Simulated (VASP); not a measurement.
# Li (P6_3/mmc) in VASP: notebook, part 2 of 2

VASP 6.6.1. Earlier steps stand in the parts before.

### 5 Single point, PBE (volume scaled by 0.5)

INCAR reads:

```
  ALGO = Normal
  EDIFF = 1E-7
  ENCUT = 520
  GGA = PE
  ISIF = 2
  ISMEAR = -1
  LASPH = T
  LCHARG = F
  LREAL = F
  LWAVE = F
  NBANDS = 10
  NELM = 100
  PREC = Accurate
  SIGMA = 0.1
```

KPOINTS reads:

```
k-points
0
Gamma
  14 14 8
```

POSCAR reads:

```
Li
1.0
    2.4275335748      0.0000000000      0.0000000000
   -1.2137667874      2.1023057444      0.0000000000
    0.0000000000      0.0000000000      3.9682936450
Li
2
Direct
    0.3333333333      0.6666666667      0.2500000000
    0.6666666667      0.3333333333      0.7500000000
```

Potentials or basis: VASP PAW PBE potentials, release 64 (Li_sv).

Run with:

```console
$ cat potpaw_PBE.64/Li_sv/POTCAR > POTCAR
$ mpirun -np 1 vasp_std > vasp.out
```

OUTCAR:

```text
EDIFF = 1E-7
   ENCUT = 520
   GGA = PE
   ISIF = 2
   ISMEAR = -1
   LASPH = T
   LREAL = F
   NELM = 100
   PREC = Accurate

 ion  position               nearest neighbor table
   1  0.333  0.667  0.250-   2 2.43   2 2.43   2 2.43   2 2.43   2 2.43   2 2.43
   2  0.667  0.333  0.750-   1 2.43   1 2.43   1 2.43   1 2.43   1 2.43   1 2.43

  LATTYP: Found a hexagonal cell.
 ALAT       =     2.4275335748
 C/A-ratio  =     1.6347018580

  Lattice vectors:

 A1 = (   2.4275335748,   0.0000000000,   0.0000000000)
 A2 = (  -1.2137667874,   2.1023057444,   0.0000000000)
 A3 = (   0.0000000000,   0.0000000000,   3.9682936450)

Analysis of symmetry for initial positions (statically):
=====================================================================
 Subroutine PRICEL returns:
 Original cell was already a primitive cell.

 Routine SETGRP: Setting up the symmetry group for a
 hexagonal supercell.

 Subroutine GETGRP returns: Found 24 space group operations
 (whereof 12 operations were pure point group operations)
 out of a pool of 24 trial point group operations.

The static configuration has the point symmetry D_3d.
 The point group associated with its full space group is D_6h.

Analysis of symmetry for dynamics (positions and initial velocities):
=====================================================================
 Subroutine PRICEL returns:
 Original cell was already a primitive cell.

 Routine SETGRP: Setting up the symmetry group for a
 hexagonal supercell.

 Subroutine GETGRP returns: Found 24 space group operations
 (whereof 12 operations were pure point group operations)
 out of a pool of 24 trial point group operations.

The dynamic configuration has the point symmetry D_3d.
 The point group associated with its full space group is D_6h.

 Subroutine INISYM returns: Found 24 space group operations
 (whereof 12 operations are pure point group operations),
 and found     1 'primitive' translations

[... 115 lines left out ...]
  volume/ion in A,a.u.               =      10.13        68.33
  Fermi-wavevector in a.u.,A,eV,Ry     =   1.091366  2.062382 16.205613  1.191079
  Thomas-Fermi vector in A             =   2.227609
   LORBIT       =      0    0 simple, 1 ext, 2 COOP (PROOUT), +10 PAW based schemes
   GGA     = PE    functional components
   LHFCALC =     F    Hartree Fock is set to
   AEXX    =    0.0000 exact exchange contribution
   IVDW    =     0    specifies the selected vdW correction
   LEPSILON=     F    determine dielectric tensor
   LRPA    =     F    only Hartree local field effects (RPA)
 non-spin polarized calculation
  energy-cutoff  :      520.00
  volume of cell :       20.25
 maximum number of plane-waves:       564
   NGX =  9   NGY =  9   NGZ = 15

 number of electron       6.0000007 magnetization

 Free energy of the ion-electron system (eV)
  ---------------------------------------------------
  ext. energy  EPLUGINS =         0.00000000
  ---------------------------------------------------
  free energy    TOTEN  =        -2.66730800 eV

  energy without entropy =       -2.64258305  energy(sigma->0) =       -2.65494553

 E-fermi :   3.2577     XC(G=0):  -8.9732

 val. band max:        3.1852097596   @ k =   0.5000   0.0000   0.2500
 cond. band min:       3.3022088418   @ k =   0.2857   0.0714   0.3750
 fundamental gap:      0.1169990821
 Fermi energy:         3.2576664669

 k-point     1 :       0.0000    0.0000    0.0000
  band No.  band energies     occupation
      1     -42.4661      2.00000
      2     -42.2501      2.00000
      3      -0.8270      2.00000
      4       2.8089      1.97775
      5       9.4245      0.00000
      6      23.3400      0.00000
      7      23.3400      0.00000
      8      25.4464      0.00000
      9      25.4464      0.00000
     10      26.6774      0.00000
[... 287 lines left out ...]
 k-point    24 :       0.3571    0.2857    0.0000
  band No.  band energies     occupation
      1     -42.2089      2.00000
      2     -42.1924      2.00000
      3       4.5987      0.00000
      4       6.6159      0.00000
      5       7.6675      0.00000
      6      12.4813      0.00000
      7      13.0730      0.00000
      8      13.5212      0.00000
      9      16.4788      0.00000
     10      22.8403      0.00000

 [... further k-points ...]
[... 5 lines left out ...]
  --------------------------------------------------------------------------------------
  -------------------------------------------------------------------------------------
  Total        3.8317730      3.8317730      3.8536700      0.0000000     -0.0000000      0.0000000
  in kB      303.1415285    303.1415286    304.8738567      0.0000000     -0.0000000      0.0000000
  external PRESSURE =     303.7189713 kB  Pullay stress =       0.0000000 kB

 VOLUME and BASIS-vectors are now :
 -----------------------------------------------------------------------------
  energy-cutoff  :      520.00
  volume of cell :       20.25
      direct lattice vectors                 reciprocal lattice vectors
     2.427533575  0.000000000  0.000000000     0.411940749  0.237834103  0.000000000
    -1.213766787  2.102305744  0.000000000     0.000000000  0.475668205  0.000000000
     0.000000000  0.000000000  3.968293645     0.000000000  0.000000000  0.251997480

 POSITION                                       TOTAL-FORCE (eV/Angst)
 -----------------------------------------------------------------------------------
     -0.00000      1.40154      0.99207         0.000000      0.000000      0.000000
      1.21377      0.70077      2.97622        -0.000000     -0.000000      0.000000
 -----------------------------------------------------------------------------------
    total drift:                               -0.000000      0.000000      0.000000

  FREE ENERGIE OF THE ION-ELECTRON SYSTEM (eV)
  ---------------------------------------------------
  free  energy   TOTEN  =        -2.6673080006 eV

  energy  without entropy=       -2.6425830550  energy(sigma->0) =       -2.65494553
```

Run time: 9.6 s. Hardware: 1 thread of AMD EPYC 9R45 (Zen 5), shared host; peak memory 0.1 GiB.

Results:

```yaml
Free_energy: -2.6673 eV
Band_gap_on_the_k_mesh: zero (band 3 reaches 5.96 eV, above the bottom of band 4 at 0.38 eV)
```

Caveat: the cutoff is under 1.25 times the usual one of these potentials, so pressure, stress and relaxed cells hold a basis-set (Pulay) error.
